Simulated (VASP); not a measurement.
# Ti4H (I4/mmm) in VASP: single point with PBE

Aim: the single point of Ti4H with PBE.

Program: VASP 6.6.1. These are calculated values, not measurements. Logs are shortened: lines on timing, memory, paths and dates and some standing lists are left out, and cuts for length are marked.

## Step 1: The cell of the first run

Symmetry: I4/mmm, No. 139, tetragonal system. The conventional cell has a = 4.161 Å, b = 4.161 Å, c = 8.186 Å, α = 90.00°, β = 90.00°, γ = 90.00°. Within 2.7 Å of Ti (site symmetry 4mm) lie 1 H at 2.06 Å. Within 3.0 Å of Ti (site symmetry mmm) lie 2 H at 2.08 Å and 12 Ti at 2.91 to 2.94 Å. Within 2.7 Å of H (site symmetry 4/mmm) lie 6 Ti at 2.06 to 2.08 Å.

The cell was generated, and may not be a known phase.

## Step 2: Single point, PBE, collinear spin

INCAR reads:

```
PREC = Accurate
ENCUT = 520
EDIFF = 1E-7
ISMEAR = 0
SIGMA = 0.1
LREAL = F
LASPH = T
NELM = 150
ALGO = Normal
ISIF = 2
LWAVE = F
LCHARG = F
ISPIN = 2
MAGMOM = 1 1 1 1 0
LORBIT = 11
LMAXMIX = 4
GGA = PE
NBANDS = 36
```

KPOINTS reads:

```
regular mesh
0
Gamma
  6 6 6
```

POSCAR reads:

```
Ti4H
1.0
   -2.0805433591      2.0805433591      4.0927528836
    2.0805433591     -2.0805433591      4.0927528836
    2.0805433591      2.0805433591     -4.0927528836
Ti H
4 1
Direct
    0.2511418871      0.2511418871      0.0000000000
    0.7488581129      0.7488581129      0.0000000000
    0.5000000000      0.0000000000      0.5000000000
    0.0000000000      0.5000000000      0.5000000000
    0.0000000000      0.0000000000      0.0000000000
```

Potentials or basis: VASP PAW PBE potentials, release 64 (Ti_sv, H).

Command:

```console
> cat potpaw_PBE.64/Ti_sv/POTCAR potpaw_PBE.64/H/POTCAR > POTCAR
> mpirun -np 1 vasp_std > vasp.out
```

OUTCAR:

```text
PREC = Accurate
   ENCUT = 520
   EDIFF = 1E-7
   ISMEAR = 0
   LREAL = F
   LASPH = T
   NELM = 150
   ISIF = 2
   ISPIN = 2
   LORBIT = 11
   GGA = PE

 ion  position               nearest neighbor table
   1  0.251  0.251  0.000-   3 2.91   4 2.91   4 2.91   3 2.91
   2  0.749  0.749  0.000-   3 2.91   4 2.91   3 2.91   4 2.91
   3  0.500  0.000  0.500-   1 2.91   2 2.91   2 2.91   1 2.91
   4  0.000  0.500  0.500-   1 2.91   2 2.91   2 2.91   1 2.91
   5  0.000  0.000  0.000-

  LATTYP: Found a body centered tetragonal cell.
 ALAT       =     4.1610867182
 C/A-ratio  =     1.9671557748

  Lattice vectors:

 A1 = (  -2.0805433591,   2.0805433591,   4.0927528836)
 A2 = (   2.0805433591,  -2.0805433591,   4.0927528836)
 A3 = (   2.0805433591,   2.0805433591,  -4.0927528836)

Analysis of symmetry for initial positions (statically):
=====================================================================
 Subroutine PRICEL returns:
 Original cell was already a primitive cell.

 Routine SETGRP: Setting up the symmetry group for a
 body centered tetragonal supercell.

 Subroutine GETGRP returns: Found 16 space group operations
 (whereof 16 operations were pure point group operations)
 out of a pool of 16 trial point group operations.

The static configuration has the point symmetry D_4h.

Analysis of symmetry for dynamics (positions and initial velocities):
=====================================================================
 Subroutine PRICEL returns:
 Original cell was already a primitive cell.

 Routine SETGRP: Setting up the symmetry group for a
 body centered tetragonal supercell.

 Subroutine GETGRP returns: Found 16 space group operations
 (whereof 16 operations were pure point group operations)
 out of a pool of 16 trial point group operations.

The dynamic configuration has the point symmetry D_4h.

Analysis of structural, dynamic, and magnetic symmetry:
=====================================================================
 Subroutine PRICEL returns:
 Original cell was already a primitive cell.

 Routine SETGRP: Setting up the symmetry group for a
 body centered tetragonal supercell.

 Subroutine GETGRP returns: Found 16 space group operations
 (whereof 16 operations were pure point group operations)
 out of a pool of 16 trial point group operations.

The overall configuration has the point symmetry D_4h.

 Subroutine INISYM returns: Found 16 space group operations
 (whereof 16 operations are pure point group operations),
 and found     1 'primitive' translations

----------------------------------------------------------------------------------------

                                     Primitive cell

[... 126 lines left out ...]
   LRPA    =     F    only Hartree local field effects (RPA)
 spin polarized calculation
 Gauss-broadening in eV      SIGMA  =   0.10
  energy-cutoff  :      520.00
  volume of cell :       70.86
 maximum number of plane-waves:      1927
 NGX is ok and might be reduce to    40
   NGX = 19   NGY = 19   NGZ = 19

 number of electron      49.0000007 magnetization       0.0004207

 Free energy of the ion-electron system (eV)
  ---------------------------------------------------
  ext. energy  EPLUGINS =         0.00000000
  ---------------------------------------------------
  free energy    TOTEN  =       -35.16258753 eV

  energy without entropy =      -35.12269353  energy(sigma->0) =      -35.14264053

 E-fermi :   8.3122     XC(G=0): -11.5674

 val. band max:        8.2732242164   @ k =  -0.3333   0.1667   0.0000
 cond. band min:       8.3139159133   @ k =   0.5000   0.1667  -0.0000
 fundamental gap:      0.0406916969
 Fermi energy:         8.3122200524

 spin component 1

 k-point     1 :       0.0000    0.0000    0.0000
  band No.  band energies     occupation
      1     -48.4487      1.00000
      2     -48.2996      1.00000
      3     -48.2991      1.00000
      4     -48.2927      1.00000
      5     -24.9255      1.00000
      6     -24.7791      1.00000
[... 925 lines left out ...]
     35      11.3417      0.00000
     36      11.6567      0.00000

 [... further k-points ...]

 spin component 2

 k-point     1 :       0.0000    0.0000    0.0000
  band No.  band energies     occupation
      1     -48.4486      1.00000
      2     -48.2995      1.00000
      3     -48.2991      1.00000
      4     -48.2926      1.00000
      5     -24.9254      1.00000
      6     -24.7791      1.00000
[... 925 lines left out ...]
     35      11.3417      0.00000
     36      11.6593      0.00000

 [... further k-points ...]
[... 5 lines left out ...]
  --------------------------------------------------------------------------------------
  -------------------------------------------------------------------------------------
  Total       -0.0821136     -0.0821136     -0.0737230      0.0000000      0.0000000      0.0000000
  in kB       -1.8565060     -1.8565060     -1.6668030      0.0000000      0.0000000      0.0000000
  external PRESSURE =      -1.7932717 kB  Pullay stress =       0.0000000 kB

 VOLUME and BASIS-vectors are now :
 -----------------------------------------------------------------------------
  energy-cutoff  :      520.00
  volume of cell :       70.86
      direct lattice vectors                 reciprocal lattice vectors
    -2.080543359  2.080543359  4.092752884     0.000000000  0.240321836  0.122167161
     2.080543359 -2.080543359  4.092752884     0.240321836  0.000000000  0.122167161
     2.080543359  2.080543359 -4.092752884     0.240321836  0.240321836  0.000000000

 POSITION                                       TOTAL-FORCE (eV/Angst)
 -----------------------------------------------------------------------------------
      0.00000      0.00000      2.05572         0.000000      0.000000      0.001794
      0.00000      0.00000      6.12978         0.000000      0.000000     -0.001794
      0.00000      2.08054      0.00000        -0.000000     -0.000000      0.000000
      2.08054      0.00000      0.00000        -0.000000     -0.000000      0.000000
      0.00000      0.00000      0.00000        -0.000000     -0.000000     -0.000000
 -----------------------------------------------------------------------------------
    total drift:                                0.000000      0.000000     -0.000000

  FREE ENERGIE OF THE ION-ELECTRON SYSTEM (eV)
  ---------------------------------------------------
  free  energy   TOTEN  =       -35.1625875289 eV

  energy  without entropy=      -35.1226935301  energy(sigma->0) =      -35.14264053

 total charge

# of ion       s       p       d       tot
------------------------------------------
    1        2.235   6.123   1.892  10.250
    2        2.235   6.123   1.892  10.250
    3        2.228   6.127   1.915  10.269
    4        2.228   6.127   1.915  10.269
    5        0.548   0.019   0.000   0.566
--------------------------------------------------
tot          9.473  24.518   7.614  41.604

 magnetization (x)

# of ion       s       p       d       tot
------------------------------------------
    1        0.000   0.000   0.000   0.000
    2        0.000   0.000   0.000   0.000
    3       -0.000   0.000   0.000   0.000
    4       -0.000   0.000   0.000   0.000
    5       -0.000   0.000   0.000  -0.000
--------------------------------------------------
tot          0.000   0.000   0.000   0.000
```

Run time: 9.3 min. Hardware: 1 thread of Intel Xeon 8259CL, shared host; peak memory 0.34 GiB.

Results:

```yaml
Free_energy: -35.1626 eV
Pressure: -0.2 GPa
Net_moment: 0.00 μB per cell
Valence_electrons_inside_the_program's_atomic_spheres: Ti 10.25, 10.27 (each value once); H 0.57
```
